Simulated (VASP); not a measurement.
# LaCl3O3 (P-62m) in VASP: single point with RPBE

Aim: the single point of LaCl3O3 with RPBE.

Everything below comes from runs of VASP 6.6.1. Logs are shortened: lines on timing, memory, paths and dates and some standing lists are left out, and cuts for length are marked.

## Step 1: The cell of the first run

It takes space group P-62m (No. 189, hexagonal). The conventional cell has a = 7.062 Å, b = 7.062 Å, c = 4.079 Å, α = 90.00°, β = 90.00°, γ = 120.00°. La (site symmetry -62m) has 3 O at 2.49 Å and 6 Cl at 2.93 Å within 3.3 Å. Within 3.9 Å of Cl (site symmetry m2m) lie 2 La at 2.93 Å and 6 O at 3.09 to 3.19 Å and 2 Cl at 3.65 Å. Within 3.3 Å of O (site symmetry m2m) lie 1 La at 2.49 Å and 6 Cl at 3.09 to 3.19 Å.

## Step 2: Single point, RPBE

The input, INCAR:

```
PREC     = Accurate       # precision mode
ENCUT    = 520            # plane-wave cutoff, eV
EDIFF    = 1E-6           # SCF threshold, eV
ISMEAR   = -1             # smearing method
SIGMA    = 0.01           # smearing width, eV
LREAL    = False          # projectors in reciprocal space
LASPH    = True           # aspherical terms in the spheres
NELM     = 100            # most SCF steps
ALGO     = Normal         # electronic algorithm
ISIF     = 2              # what is computed and relaxed
LWAVE    = False          # write WAVECAR
LCHARG   = False          # write CHGCAR
GGA      = RP             # functional
NBANDS   = 34             # bands
```

The input, KPOINTS:

```
Automatic mesh
0
Gamma
  2 2 3
```

The input, POSCAR:

```
LaCl3O3
1.0
    7.0624050000      0.0000000000      0.0000000000
   -3.5312025000      6.1162221418      0.0000000000
    0.0000000000      0.0000000000      4.0790320000
La Cl O
1 3 3
Direct
    0.0000000000      0.0000000000      0.0000000000
    0.7014420000      0.0000000000      0.5000000000
    0.0000000000      0.7014420000      0.5000000000
    0.2985580000      0.2985580000      0.5000000000
    0.6467400000      0.6467400000      0.0000000000
    0.3532600000      0.0000000000      0.0000000000
    0.0000000000      0.3532600000      0.0000000000
```

Potentials or basis: VASP PAW PBE potentials, release 64 (La, Cl, O).

The run is started by

```console
> cat potpaw_PBE.64/La/POTCAR potpaw_PBE.64/Cl/POTCAR potpaw_PBE.64/O/POTCAR > POTCAR
> mpirun -np 1 vasp_std > vasp.out
```

OUTCAR:

```text
PREC = Accurate
   ENCUT = 520
   EDIFF = 1E-6
   ISMEAR = -1
   LREAL = False
   LASPH = True
   NELM = 100
   ISIF = 2
   GGA = RP

 ion  position               nearest neighbor table
   1  0.000  0.000  0.000-   5 2.49   7 2.49   6 2.49   4 2.93   3 2.93   3 2.93   4 2.93   2 2.93
                             2 2.93
   2  0.701  0.000  0.500-   1 2.93   1 2.93
   3  0.000  0.701  0.500-   1 2.93   1 2.93
   4  0.299  0.299  0.500-   1 2.93   1 2.93
   5  0.647  0.647  0.000-   1 2.49
   6  0.353  0.000  0.000-   1 2.49
   7  0.000  0.353  0.000-   1 2.49

  LATTYP: Found a hexagonal cell.
 ALAT       =     7.0624050000
 C/A-ratio  =     0.5775698222

  Lattice vectors:

 A1 = (   7.0624050000,   0.0000000000,   0.0000000000)
 A2 = (  -3.5312025000,   6.1162221418,   0.0000000000)
 A3 = (   0.0000000000,   0.0000000000,   4.0790320000)

Analysis of symmetry for initial positions (statically):
=====================================================================
 Subroutine PRICEL returns:
 Original cell was already a primitive cell.

 Routine SETGRP: Setting up the symmetry group for a
 hexagonal supercell.

 Subroutine GETGRP returns: Found 12 space group operations
 (whereof 12 operations were pure point group operations)
 out of a pool of 24 trial point group operations.

The static configuration has the point symmetry D_3h.

Analysis of symmetry for dynamics (positions and initial velocities):
=====================================================================
 Subroutine PRICEL returns:
 Original cell was already a primitive cell.

 Routine SETGRP: Setting up the symmetry group for a
 hexagonal supercell.

 Subroutine GETGRP returns: Found 12 space group operations
 (whereof 12 operations were pure point group operations)
 out of a pool of 24 trial point group operations.

The dynamic configuration has the point symmetry D_3h.

 Subroutine INISYM returns: Found 12 space group operations
 (whereof 12 operations are pure point group operations),
 and found     1 'primitive' translations

----------------------------------------------------------------------------------------

                                     Primitive cell

  volume of cell :     176.1948

  direct lattice vectors                    reciprocal lattice vectors
     7.062405000  0.000000000  0.000000000     0.141594825  0.081749810  0.000000000
    -3.531202500  6.116222142  0.000000000     0.000000000  0.163499621  0.000000000
     0.000000000  0.000000000  4.079032000     0.000000000  0.000000000  0.245156204

  length of vectors
     7.062405000  7.062405000  4.079032000     0.163499621  0.163499621  0.245156204

  position of ions in fractional coordinates (direct lattice)
     0.000000000  0.000000000  0.000000000
     0.701442000  0.000000000  0.500000000
     0.000000000  0.701442000  0.500000000
     0.298558000  0.298558000  0.500000000
     0.646740000  0.646740000  0.000000000
     0.353260000  0.000000000  0.000000000
     0.000000000  0.353260000  0.000000000

  ion indices of the primitive-cell ions
   primitive index   ion index
                 1           1
                 2           2
                 3           3
                 4           4
                 5           5
                 6           6
                 7           7

----------------------------------------------------------------------------------------

 KPOINTS: Automatic mesh

Automatic generation of k-mesh.
 Grid dimensions read from file:
 generate k-points for:    2    2    3

 Generating k-lattice:

  Cartesian coordinates                     Fractional coordinates (reciprocal lattice)
     0.070797412  0.040874905  0.000000000     0.500000000  0.000000000  0.000000000
     0.000000000  0.081749810  0.000000000     0.000000000  0.500000000  0.000000000
     0.000000000  0.000000000  0.081718735     0.000000000  0.000000000  0.333333333

  Length of vectors
     0.081749810  0.081749810  0.081718735

  Shift w.r.t. Gamma in fractional coordinates (k-lattice)
     0.000000000  0.000000000  0.000000000

 Subroutine IBZKPT returns following result:
 ===========================================

 Found      4 irreducible k-points:

 Following reciprocal coordinates:
            Coordinates               Weight
  0.000000  0.000000  0.000000      1.000000
  0.500000  0.000000  0.000000      3.000000
  0.000000  0.000000  0.333333      2.000000
  0.500000  0.000000  0.333333      6.000000
   k-points           NKPTS =      4   k-points in BZ     NKDIM =      4   number of bands    NBANDS=     34
   number of dos      NEDOS =    301   number of ions     NIONS =      7
   total plane-waves  NPLWV =  87480
   dimension x,y,z NGX =    54 NGY =   54 NGZ =   30
   dimension x,y,z NGXF=   108 NGYF=  108 NGZF=   60
   ions per type =               1   3   3
   NGX,Y,Z   is equivalent  to a cutoff of  12.71, 12.71, 12.23 a.u.
   NGXF,Y,Z  is equivalent  to a cutoff of  25.42, 25.42, 24.45 a.u.
 SYSTEM =  unknown system
   PREC   = accura    normal or accurate (medium, high low for compatibility)
   ISTART =      0    job   : 0-new  1-cont  2-samecut
   ICHARG =      2    charge: 1-file 2-atom 10-const
   ISPIN  =      1    spin polarized calculation?
   LNONCOLLINEAR =      F non collinear calculations
   LSORBIT =      F    spin-orbit coupling
   LASPH  =      T    aspherical Exc in radial PAW
   ENCUT  =  520.0 eV  38.22 Ry    6.18 a.u.  13.13 13.13  7.58*2*pi/ulx,y,z
   NELM   =    100;   NELMIN=  2; NELMDL= -5     # of ELM steps
   EDIFF  = 0.1E-05   stopping-criterion for ELM
   LREAL  =      F    real-space projection
   EDIFFG = 0.1E-04   stopping-criterion for IOM
   NSW    =      0    number of steps for IOM
   IBRION =     -1    ionic relax: 0-MD 1-quasi-New 2-CG
   NFREE  =      0    steps in history (QN), initial steepest desc. (CG)
   ISIF   =      2    stress and relaxation
   ISYM   =      2    0-nonsym 1-usesym 2-fastsym
   POTIM  = 0.5000    time-step for ionic-motion
   TEBEG  =    0.0;   TEEND  =   0.0 temperature during run
   PSTRESS=    0.0 pullay stress
   NELECT =      50.0000    total number of electrons
   NUPDOWN=      -1.0000    fix difference up-down
   EMIN   =  10.00;   EMAX   =-10.00  energy-range for DOS
   EFERMI =   0.00;   METHOD = LEGACY
   ISMEAR =    -1;   SIGMA  =   0.01  broadening in eV -4-tet -1-fermi 0-gaus
   EFERMI_NEDOS =   21; number of points for ismear=-14 and -15
   IALGO  =     38    algorithm
   IMIX   =      4    mixing-type and parameters
     AMIX     =   0.40;   BMIX     =  1.00
     AMIX_MAG =   1.60;   BMIX_MAG =  1.00
  volume/ion in A,a.u.               =      25.17       169.86
  Fermi-wavevector in a.u.,A,eV,Ry     =   1.075806  2.032978 15.746810  1.157358
  Thomas-Fermi vector in A             =   2.211672
   LORBIT       =      0    0 simple, 1 ext, 2 COOP (PROOUT), +10 PAW based schemes
   GGA     = RP    functional components
   LHFCALC =     F    Hartree Fock is set to
   AEXX    =    0.0000 exact exchange contribution
   IVDW    =     0    specifies the selected vdW correction
   LEPSILON=     F    determine dielectric tensor
   LRPA    =     F    only Hartree local field effects (RPA)
 non-spin polarized calculation
  energy-cutoff  :      520.00
  volume of cell :      176.19
 maximum number of plane-waves:      4780
 NGX is ok and might be reduce to    54
   NGX = 27   NGY = 27   NGZ = 15

 number of electron      49.9999989 magnetization

 Free energy of the ion-electron system (eV)
  ---------------------------------------------------
  ext. energy  EPLUGINS =         0.00000000
  ---------------------------------------------------
  free energy    TOTEN  =       -23.33599464 eV

  energy without entropy =      -23.32606248  energy(sigma->0) =      -23.33102856

 E-fermi :  -0.8509     XC(G=0):  -7.6525

 val. band max:       -0.9278049579   @ k =   0.5000   0.0000   0.3333
 cond. band min:      -0.8471360989   @ k =   0.5000   0.0000   0.0000
 fundamental gap:      0.0806688590
 Fermi energy:        -0.8508754017

 k-point     1 :       0.0000    0.0000    0.0000
  band No.  band energies     occupation
      1     -30.8102      2.00000
      2     -16.7588      2.00000
      3     -16.7588      2.00000
      4     -16.3221      2.00000
      5     -14.8048      2.00000
      6     -14.8048      2.00000
      7     -14.5103      2.00000
      8     -14.2477      2.00000
      9     -13.1936      2.00000
     10     -13.1936      2.00000
     11      -3.3997      2.00000
     12      -2.5890      2.00000
     13      -2.4755      2.00000
     14      -2.4755      2.00000
     15      -2.4275      2.00000
     16      -2.3607      2.00000
     17      -2.3607      2.00000
     18      -2.2970      2.00000
     19      -2.2970      2.00000
     20      -1.5118      2.00000
     21      -1.2592      2.00000
     22      -1.2592      2.00000
     23      -1.0696      2.00000
     24      -1.0696      2.00000
     25      -0.7493      0.00008
     26      -0.7493      0.00008
     27      -0.5628      0.00000
     28      -0.5610      0.00000
     29       3.8854      0.00000
     30       4.0867      0.00000
     31       4.0867      0.00000
     32       4.1464      0.00000
     33       4.1470      0.00000
     34       4.2083      0.00000

 k-point     2 :       0.5000    0.0000    0.0000
  band No.  band energies     occupation
      1     -30.8102      2.00000
      2     -16.8275      2.00000
      3     -16.7816      2.00000
      4     -16.2630      2.00000
      5     -14.7582      2.00000
      6     -14.6594      2.00000
      7     -14.5101      2.00000
      8     -14.2703      2.00000
      9     -13.3184      2.00000
     10     -13.2326      2.00000
     11      -3.3001      2.00000
     12      -2.7033      2.00000
     13      -2.6293      2.00000
     14      -2.5569      2.00000
     15      -2.4830      2.00000
     16      -2.2683      2.00000
     17      -2.2621      2.00000
     18      -2.2075      2.00000
     19      -2.0426      2.00000
     20      -1.4922      2.00000
     21      -1.1801      2.00000
     22      -1.1513      2.00000
     23      -1.0913      2.00000
     24      -0.9823      2.00000
     25      -0.9416      1.99977
     26      -0.8471      0.81518
     27      -0.8120      0.04004
     28      -0.5625      0.00000
     29       3.9017      0.00000
     30       4.0642      0.00000
     31       4.0862      0.00000
     32       4.1517      0.00000
     33       4.1675      0.00000
     34       4.2223      0.00000

 k-point     3 :       0.0000    0.0000    0.3333
  band No.  band energies     occupation
      1     -30.7868      2.00000
      2     -16.7025      2.00000
      3     -16.7025      2.00000
      4     -16.2689      2.00000
      5     -15.5569      2.00000
      6     -14.4675      2.00000
      7     -14.4675      2.00000
      8     -13.6340      2.00000
      9     -13.6340      2.00000
     10     -13.3831      2.00000
     11      -3.2328      2.00000
     12      -3.2328      2.00000
     13      -2.8631      2.00000
     14      -2.6036      2.00000
     15      -2.6036      2.00000
     16      -2.4173      2.00000
     17      -2.1678      2.00000
     18      -2.0259      2.00000
     19      -2.0259      2.00000
     20      -1.5404      2.00000
     21      -1.1829      2.00000
     22      -1.1739      2.00000
     23      -1.1739      2.00000
     24      -1.0806      2.00000
     25      -0.7732      0.00084
     26      -0.7732      0.00084
     27      -0.6235      0.00000
     28      -0.6235      0.00000
     29       3.8391      0.00000
     30       4.0740      0.00000
     31       4.0740      0.00000
     32       4.1693      0.00000
     33       4.1693      0.00000
     34       4.2013      0.00000

 k-point     4 :       0.5000    0.0000    0.3333
  band No.  band energies     occupation
      1     -30.7867      2.00000
      2     -16.7391      2.00000
      3     -16.7146      2.00000
      4     -16.2294      2.00000
      5     -15.5546      2.00000
      6     -14.4484      2.00000
      7     -14.4109      2.00000
      8     -13.6948      2.00000
      9     -13.6555      2.00000
     10     -13.3645      2.00000
     11      -3.3291      2.00000
     12      -3.1903      2.00000
     13      -2.8412      2.00000
     14      -2.7185      2.00000
     15      -2.5672      2.00000
     16      -2.4819      2.00000
     17      -2.2952      2.00000
     18      -2.1435      2.00000
     19      -1.8895      2.00000
     20      -1.3630      2.00000
     21      -1.2056      2.00000
     22      -1.1477      2.00000
     23      -1.0524      2.00000
     24      -0.9685      1.99998
     25      -0.9278      1.99909
     26      -0.8417      0.57285
     27      -0.5966      0.00000
     28      -0.5165      0.00000
     29       3.8667      0.00000
     30       4.0629      0.00000
     31       4.0651      0.00000
     32       4.1547      0.00000
     33       4.1648      0.00000
     34       4.2045      0.00000

------------------------ aborting loop because EDIFF is reached ----------------------------------------

  FORCE on cell =-STRESS in cart. coord.  units (eV):
  Direction    XX          YY          ZZ          XY          YZ          ZX
  --------------------------------------------------------------------------------------
  -------------------------------------------------------------------------------------
  Total       -3.1438400     -3.1438400      0.0690900      0.0000000     -0.0000000      0.0000000
  in kB      -28.5876226    -28.5876226      0.6282506      0.0000000     -0.0000000      0.0000000
  external PRESSURE =     -18.8489982 kB  Pullay stress =       0.0000000 kB

 VOLUME and BASIS-vectors are now :
 -----------------------------------------------------------------------------
  energy-cutoff  :      520.00
  volume of cell :      176.19
      direct lattice vectors                 reciprocal lattice vectors
     7.062405000  0.000000000  0.000000000     0.141594825  0.081749810  0.000000000
    -3.531202500  6.116222142  0.000000000     0.000000000  0.163499621  0.000000000
     0.000000000  0.000000000  4.079032000     0.000000000  0.000000000  0.245156204

 POSITION                                       TOTAL-FORCE (eV/Angst)
 -----------------------------------------------------------------------------------
      0.00000      0.00000      0.00000         0.000000      0.000000      0.000000
      4.95387      0.00000      2.03952        -0.112635      0.000000      0.000000
     -2.47693      4.29018      2.03952         0.056318     -0.097545     -0.000000
      1.05427      1.82605      2.03952         0.056318      0.097545      0.000000
      2.28377      3.95561      0.00000         0.443553      0.768256      0.000000
      2.49487      0.00000      0.00000        -0.887105      0.000000     -0.000000
     -1.24743      2.16062      0.00000         0.443553     -0.768256     -0.000000
 -----------------------------------------------------------------------------------
    total drift:                                0.000000      0.000000      0.000000

  FREE ENERGIE OF THE ION-ELECTRON SYSTEM (eV)
  ---------------------------------------------------
  free  energy   TOTEN  =       -23.3359946370 eV

  energy  without entropy=      -23.3260624811  energy(sigma->0) =      -23.33102856
```

It took 32 s on 1 thread of Intel Xeon Platinum 8488C (Sapphire Rapids), shared host; peak memory 0.28 GiB.

What came out:

| Quantity | Value |
| --- | --- |
| Free energy | -23.3360 eV |
| Pressure | -1.9 GPa |
| Largest force | 0.887 eV/Å |
| Band gap on the k mesh | zero (band 25 reaches -0.75 eV, above the bottom of band 26 at -0.85 eV) |

Forces in eV/Å, atoms in the order of the input:
```
La   0.000  0.000  0.000
Cl  -0.113  0.000  0.000
Cl   0.056 -0.098  0.000
Cl   0.056  0.098  0.000
O    0.444  0.768  0.000
O   -0.887  0.000  0.000
O    0.444 -0.768  0.000
```

Stress tensor (GPa, compression positive):
```
-2.86  0.00  0.00
 0.00 -2.86  0.00
 0.00  0.00  0.06
```

Caveat: the k points lie up to 0.51 Å⁻¹ apart; the PAW data sets were made with another functional, which shifts forces and pressure a little; spin-orbit coupling is left out, which moves the levels of the heavy elements.
